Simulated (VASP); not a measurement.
# Os (P6_3/mmc) in VASP: notebook, part 2 of 2

VASP 6.6.1. The steps go on from the part before.

## (3) Electric field gradients, PBEsol (volume scaled by 0.94)

File INCAR:

```
SYSTEM = Os
PREC = Accurate ; ENCUT = 520
EDIFF = 1E-8 ; ISMEAR = -1
SIGMA = 0.08 ; LREAL = .False.
LASPH = .True. ; NELM = 80
ALGO = Normal ; ISIF = 2
LWAVE = .False. ; LCHARG = .False.
GGA = PS ; LEFG = .True.
NBANDS = 15
```

File KPOINTS:

```
regular mesh
0
Gamma
  17 17 10
  0 0 0
```

File POSCAR:

```
Os
1.0
    2.6782863558      0.0000000000      0.0000000000
   -1.3391431780      2.3194640228      0.0000000000
    0.0000000000      0.0000000000      4.2315181138
Os
2
Direct
    0.3333333333      0.6666666667      0.2500000000
    0.6666666667      0.3333333333      0.7500000000
```

Potentials or basis: VASP PAW PBE potentials, release 64 (Os).

Command:

```sh
> cat potpaw_PBE.64/Os/POTCAR > POTCAR
> mpirun -np 1 vasp_std > vasp.out
```

OUTCAR:

```text
SYSTEM = Os
   PREC = Accurate
   ENCUT = 520
   EDIFF = 1E-8
   ISMEAR = -1
   LREAL = .False.
   LASPH = .True.
   NELM = 80
   ISIF = 2
   GGA = PS

 ion  position               nearest neighbor table
   1  0.333  0.667  0.250-   2 2.62   2 2.62   2 2.62   2 2.62   2 2.62   2 2.62
   2  0.667  0.333  0.750-   1 2.62   1 2.62   1 2.62   1 2.62   1 2.62   1 2.62

  LATTYP: Found a hexagonal cell.
 ALAT       =     2.6782863558
 C/A-ratio  =     1.5799349105

  Lattice vectors:

 A1 = (   2.6782863558,   0.0000000000,   0.0000000000)
 A2 = (  -1.3391431780,   2.3194640228,   0.0000000000)
 A3 = (   0.0000000000,   0.0000000000,   4.2315181138)

Analysis of symmetry for initial positions (statically):
=====================================================================
 Subroutine PRICEL returns:
 Original cell was already a primitive cell.

 Routine SETGRP: Setting up the symmetry group for a
 hexagonal supercell.

 Subroutine GETGRP returns: Found 24 space group operations
 (whereof 12 operations were pure point group operations)
 out of a pool of 24 trial point group operations.

The static configuration has the point symmetry D_3d.
 The point group associated with its full space group is D_6h.

Analysis of symmetry for dynamics (positions and initial velocities):
=====================================================================
 Subroutine PRICEL returns:
 Original cell was already a primitive cell.

 Routine SETGRP: Setting up the symmetry group for a
 hexagonal supercell.

 Subroutine GETGRP returns: Found 24 space group operations
 (whereof 12 operations were pure point group operations)
 out of a pool of 24 trial point group operations.

[... 169 lines left out ...]
     12      12.1423      0.00000
     13      20.0914      0.00000
     14      24.2811      0.00000
[... 401 lines left out ...]
      2       3.9953      2.00000
      3       4.5947      2.00000
      4       4.6165      2.00000
      5       6.5103      2.00000
      6       7.0501      2.00000
      7       8.2102      2.00000
      8       9.3450      1.99999
      9      10.5777      0.08575
     10      11.6182      0.00000
     11      12.8231      0.00000
     12      19.4967      0.00000
     13      20.2010      0.00000
     14      23.9311      0.00000
     15      24.3583      0.00000

 [... further k-points ...]
[... 5 lines left out ...]
  --------------------------------------------------------------------------------------
  -------------------------------------------------------------------------------------
  Total        4.6493836      4.6493836      4.8784805     -0.0000000      0.0000000      0.0000000
  in kB      283.3773333    283.3773334    297.3406616     -0.0000000      0.0000000      0.0000000
  external PRESSURE =     288.0317761 kB  Pullay stress =       0.0000000 kB

 VOLUME and BASIS-vectors are now :
 -----------------------------------------------------------------------------
  energy-cutoff  :      520.00
  volume of cell :       26.29
      direct lattice vectors                 reciprocal lattice vectors
     2.678286356  0.000000000  0.000000000     0.373373070  0.215567043  0.000000000
    -1.339143178  2.319464023  0.000000000     0.000000000  0.431134085  0.000000000
     0.000000000  0.000000000  4.231518114     0.000000000  0.000000000  0.236321805

 POSITION                                       TOTAL-FORCE (eV/Angst)
 -----------------------------------------------------------------------------------
     -0.00000      1.54631      1.05788        -0.000000     -0.000000      0.000000
      1.33914      0.77315      3.17364         0.000000      0.000000      0.000000
 -----------------------------------------------------------------------------------
    total drift:                                0.000000     -0.000000     -0.000000

  FREE ENERGIE OF THE ION-ELECTRON SYSTEM (eV)
  ---------------------------------------------------
  free  energy   TOTEN  =       -24.3656880425 eV

  energy  without entropy=      -24.3411697156  energy(sigma->0) =      -24.35342888

 Electric field gradients (V/A^2)
---------------------------------------------------------------------
 ion       V_xx      V_yy      V_zz      V_xy      V_xz      V_yz
---------------------------------------------------------------------
   1      44.656    44.656   -89.312     0.000     0.000    -0.000
   2      44.656    44.656   -89.312     0.000    -0.000     0.000
---------------------------------------------------------------------

 Electric field gradients after diagonalization (V/A^2)
 (convention: |V_zz| > |V_xx| > |V_yy|)
----------------------------------------------------------------------
 ion       V_xx      V_yy      V_zz     asymmetry (V_yy - V_xx)/ V_zz
----------------------------------------------------------------------
   1      44.656    44.656   -89.312       0.000
   2      44.656    44.656   -89.312       0.000
----------------------------------------------------------------------

           NMR quadrupolar parameters

 Cq : quadrupolar parameter    Cq=e*Q*V_zz/h
 eta: asymmetry parameters     (V_yy - V_xx)/ V_zz
 Q  : nuclear electric quadrupole moment in mb (millibarn)
----------------------------------------------------------------------
 ion       Cq(MHz)       eta       Q (mb)
----------------------------------------------------------------------
   1      -0.216       0.000       1.000
   2      -0.216       0.000       1.000
----------------------------------------------------------------------
```

It took 57 s on 1 thread of Intel Xeon Platinum 8375C at 2.90GHz (Ice Lake), shared host; peak memory 0.19 GiB.

Results:

| Property | Result |
| --- | --- |
| Free energy | -24.3657 eV |
| Pressure | 28.8 GPa |
| Band gap on the k mesh | zero (band 8 reaches 12.59 eV, above the bottom of band 9 at 8.24 eV) |

Electric field gradients, principal values (V/Å²):
| atom | least | middle | greatest (by size) |
| --- | --- | --- | --- |
| 1 Os | 44.656 | 44.656 | -89.312 |
| 2 Os | 44.656 | 44.656 | -89.312 |

Caveat: without QUAD_EFG the Cq values of the log hold for a quadrupole moment of 1 mb, not for the nuclei; the PAW data sets were made with another functional, which shifts forces and pressure a little; spin-orbit coupling is left out, which moves the levels of the heavy elements.

## (4) Electric field gradients, PBEsol (volume scaled by 0.96)

File INCAR:

```
PREC     = Accurate       # precision mode
ENCUT    = 520            # plane-wave cutoff, eV
EDIFF    = 1E-8           # SCF threshold, eV
ISMEAR   = -1             # smearing method
SIGMA    = 0.08           # smearing width, eV
LREAL    = False          # projectors in reciprocal space
LASPH    = True           # aspherical terms in the spheres
NELM     = 60             # most SCF steps
ALGO     = Normal         # electronic algorithm
ISIF     = 2              # what is computed and relaxed
LWAVE    = False          # write WAVECAR
LCHARG   = False          # write CHGCAR
GGA      = PS             # functional
LEFG     = True         
NBANDS   = 15             # bands
```

File KPOINTS:

```
regular mesh
0
Gamma
  17 17 10
```

File POSCAR:

```
Os
1.0
    2.6971481488      0.0000000000      0.0000000000
   -1.3485740745      2.3357988147      0.0000000000
    0.0000000000      0.0000000000      4.2613185190
Os
2
Direct
    0.3333333333      0.6666666667      0.2500000000
    0.6666666667      0.3333333333      0.7500000000
```

Potentials or basis: VASP PAW PBE potentials, release 64 (Os).

Command:

```sh
> cat potpaw_PBE.64/Os/POTCAR > POTCAR
> mpirun -np 1 vasp_std > vasp.out
```

OUTCAR:

```text
PREC = Accurate
   ENCUT = 520
   EDIFF = 1E-8
   ISMEAR = -1
   LREAL = False
   LASPH = True
   NELM = 60
   ISIF = 2
   GGA = PS

 ion  position               nearest neighbor table
   1  0.333  0.667  0.250-   2 2.64   2 2.64   2 2.64   2 2.64   2 2.64   2 2.64
   2  0.667  0.333  0.750-   1 2.64   1 2.64   1 2.64   1 2.64   1 2.64   1 2.64

  LATTYP: Found a hexagonal cell.
 ALAT       =     2.6971481488
 C/A-ratio  =     1.5799349105

  Lattice vectors:

 A1 = (   2.6971481488,   0.0000000000,   0.0000000000)
 A2 = (  -1.3485740745,   2.3357988147,   0.0000000000)
 A3 = (   0.0000000000,   0.0000000000,   4.2613185190)

Analysis of symmetry for initial positions (statically):
=====================================================================
 Subroutine PRICEL returns:
 Original cell was already a primitive cell.

 Routine SETGRP: Setting up the symmetry group for a
[... 623 lines left out ...]
  energy-cutoff  :      520.00
  volume of cell :       26.85
      direct lattice vectors                 reciprocal lattice vectors
     2.697148149  0.000000000  0.000000000     0.370761984  0.214059532  0.000000000
    -1.348574075  2.335798815  0.000000000     0.000000000  0.428119063  0.000000000
     0.000000000  0.000000000  4.261318519     0.000000000  0.000000000  0.234669151

 POSITION                                       TOTAL-FORCE (eV/Angst)
 -----------------------------------------------------------------------------------
     -0.00000      1.55720      1.06533        -0.000000      0.000000      0.000000
      1.34857      0.77860      3.19599         0.000000     -0.000000      0.000000
 -----------------------------------------------------------------------------------
    total drift:                               -0.000000      0.000000     -0.000000

  FREE ENERGIE OF THE ION-ELECTRON SYSTEM (eV)
  ---------------------------------------------------
  free  energy   TOTEN  =       -24.4459354030 eV

  energy  without entropy=      -24.4206619298  energy(sigma->0) =      -24.43329867

 Electric field gradients (V/A^2)
---------------------------------------------------------------------
 ion       V_xx      V_yy      V_zz      V_xy      V_xz      V_yz
---------------------------------------------------------------------
   1      43.115    43.115   -86.230     0.000     0.000    -0.000
   2      43.115    43.115   -86.230     0.000    -0.000     0.000
---------------------------------------------------------------------

 Electric field gradients after diagonalization (V/A^2)
 (convention: |V_zz| > |V_xx| > |V_yy|)
----------------------------------------------------------------------
 ion       V_xx      V_yy      V_zz     asymmetry (V_yy - V_xx)/ V_zz
----------------------------------------------------------------------
   1      43.115    43.115   -86.230       0.000
   2      43.115    43.115   -86.230       0.000
----------------------------------------------------------------------

           NMR quadrupolar parameters

 Cq : quadrupolar parameter    Cq=e*Q*V_zz/h
 eta: asymmetry parameters     (V_yy - V_xx)/ V_zz
 Q  : nuclear electric quadrupole moment in mb (millibarn)
----------------------------------------------------------------------
 ion       Cq(MHz)       eta       Q (mb)
----------------------------------------------------------------------
   1      -0.209       0.000       1.000
   2      -0.209       0.000       1.000
----------------------------------------------------------------------
```

Run time: 50 s. Hardware: 1 thread of Intel Xeon Platinum 8375C at 2.90GHz (Ice Lake), shared host; peak memory 0.19 GiB.

What came out:

```yaml
Free_energy: -24.4459 eV
Pressure: 17.2 GPa
Band_gap_on_the_k_mesh: zero (band 8 reaches 12.17 eV, above the bottom of band 9 at 7.97 eV)
```

Electric field gradients, principal values (V/Å²):
| atom | least | middle | greatest (by size) |
| --- | --- | --- | --- |
| 1 Os | 43.115 | 43.115 | -86.230 |
| 2 Os | 43.115 | 43.115 | -86.230 |

Caveat: without QUAD_EFG the Cq values of the log hold for a quadrupole moment of 1 mb, not for the nuclei; the PAW data sets were made with another functional, which shifts forces and pressure a little; spin-orbit coupling is left out, which moves the levels of the heavy elements.

## (5) Summary

```tsv
cell	gap on the mesh (eV)	pressure (GPa)
a = 2.788, b = 2.788, c = 4.404 Å, angles 90.0, 90.0, 120.0°, 2 atoms	none	-24.1
a = 2.678, b = 2.678, c = 4.232 Å, angles 90.0, 90.0, 120.0°, 2 atoms	none	28.8
a = 2.697, b = 2.697, c = 4.261 Å, angles 90.0, 90.0, 120.0°, 2 atoms	none	17.2
```

Alike in all rows: task electric field gradients; level PBEsol; potentials or basis VASP PAW PBE potentials, release 64 (Os); no spin polarisation; k mesh 17 × 17 × 10; cutoff (eV) 520; smearing fermi-dirac 0.08 eV.

Caveats: the PAW data sets were made with another functional, which shifts forces and pressure a little; spin-orbit coupling is left out, which moves the levels of the heavy elements.

Total energies depend on the potentials used, so only differences within one code and one set of settings carry meaning.
